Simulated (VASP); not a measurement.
**Ga3O2: relaxation of cell and atoms with PBE**

Ga3O2:

```
CELL_PARAMETERS angstrom
4.00870 0.00000 0.00000
0.00000 4.00870 0.00000
0.00000 0.00000 6.55510
ATOMIC_POSITIONS crystal
Ga 0.50000 0.50000 0.50000
Ga 0.00000 0.00000 0.25728
Ga 0.00000 0.00000 0.74272
O 0.00000 0.50000 0.50000
O 0.50000 0.00000 0.50000
```

The cell was built from a structure type or drawn by symmetry, and may not be a known phase.

```
Program                : VASP 6.6.1
Task                   : relaxation of cell and atoms
Functional             : PBE
Potentials or basis    : VASP PAW PBE potentials, release 64 (Ga_d, O)
Cutoff                 : 600 eV
k mesh                 : 10 × 10 × 6
Occupations            : gaussian, width 0.1 eV
Spin                   : no spin polarisation
Dipole correction      : no
Further INCAR settings : ALGO = Normal; EDIFF = 1e-06; IBRION = 2; EDIFFG = -0.01; NSW = 100; ISIF = 3
```

```
Relaxed volume                        : 20.80 Å³/atom
Relaxed cell                          : a = 3.990 Å, b = 3.990 Å, c = 6.533 Å, α = 90.00°, β = 90.00°, γ = 90.00°
Space group after relaxing (to 0.1 Å) : P4/mmm (No. 123)
Energy gained by relaxing             : 0.4 meV/atom
Ionic steps                           : 13
Pressure after relaxing               : 0.0 GPa
Largest force after relaxing          : 0.008 eV/Å
Band gap on the k mesh                : zero (an odd number of electrons rules out a gap without spin polarisation)
```

Forces in eV/Å, atoms in the order of the input:
```
Ga   0.000  0.000  0.000
Ga   0.000  0.000  0.008
Ga   0.000  0.000 -0.008
O    0.000  0.000  0.000
O    0.000  0.000  0.000
```

Stress tensor (GPa, compression positive):
```
 0.08  0.00  0.00
 0.00  0.08  0.00
 0.00  0.00 -0.05
```

Step by step:
| step | energy change (eV) | largest force (eV/Å) | pressure (GPa) | volume (Å³) |
| --- | --- | --- | --- | --- |
| 1 | 0.0000 | 0.0651 | 0.02 | 105.34 |
| 2 | -0.0004 | 0.0475 | -0.10 | 105.38 |
| 3 | -0.0006 | 0.0302 | -0.18 | 105.42 |
| 4 | -0.0007 | 0.0045 | -0.27 | 105.51 |
| 5 | -0.0007 | 0.0112 | -0.20 | 105.47 |
| 6 | -0.0010 | 0.0110 | -0.20 | 105.31 |
| 7 | -0.0016 | 0.0124 | -0.08 | 104.82 |
| 8 | -0.0017 | 0.0143 | 0.11 | 103.84 |
| 9 | -0.0018 | 0.0145 | 0.03 | 104.24 |
| 10 | -0.0018 | 0.0142 | 0.05 | 104.19 |
| 11 | -0.0019 | 0.0021 | 0.04 | 104.10 |
| 12 | -0.0019 | 0.0011 | 0.03 | 104.07 |
| 13 | -0.0019 | 0.0082 | 0.03 | 104.01 |

Final structure:
```cif
data_structure
_symmetry_space_group_name_H-M 'P 1'
_symmetry_Int_Tables_number 1
_cell_length_a 3.9900
_cell_length_b 3.9900
_cell_length_c 6.5333
_cell_angle_alpha 90.000
_cell_angle_beta 90.000
_cell_angle_gamma 90.000
_cell_volume 104.01
loop_
_atom_site_label
_atom_site_type_symbol
_atom_site_fract_x
_atom_site_fract_y
_atom_site_fract_z
_atom_site_occupancy
Ga1 Ga 0.50000 0.50000 0.50000 1
Ga2 Ga 0.00000 0.00000 0.25216 1
Ga3 Ga 0.00000 0.00000 0.74784 1
O1 O 0.00000 0.50000 0.50000 1
O2 O 0.50000 0.00000 0.50000 1
```

Levels at points of the mesh, in eV from the Fermi level:
| k point | band 24 | band 25 | band 26 | band 27 | band 28 | band 29 |
| --- | --- | --- | --- | --- | --- | --- |
| (0.00, 0.00, 0.00) | -3.53 | -1.69 | -1.37 | -0.01 | 3.59 | 3.59 |
| (0.50, 0.00, 0.00) | -3.51 | -1.67 | -0.70 | 1.27 | 2.18 | 2.67 |
| (0.50, 0.50, 0.00) | -3.02 | -2.53 | 0.21 | 0.21 | 0.83 | 2.55 |
| (0.00, 0.00, 0.50) | -3.53 | -3.28 | -1.47 | 2.63 | 2.78 | 2.78 |
| (0.50, 0.00, 0.50) | -2.91 | -2.00 | 0.13 | 0.42 | 3.12 | 3.51 |
| (0.50, 0.50, 0.50) | -2.53 | -1.17 | 0.49 | 1.35 | 1.35 | 1.65 |

Run time: 12 min on 1 thread of Intel(R) Xeon(R) 6975P-C (Granite Rapids) (shared host), peak memory 0.42 GiB.

Caveat: an odd number of electrons without spin polarisation forces a metal; a magnetic or distorted state may lie lower.
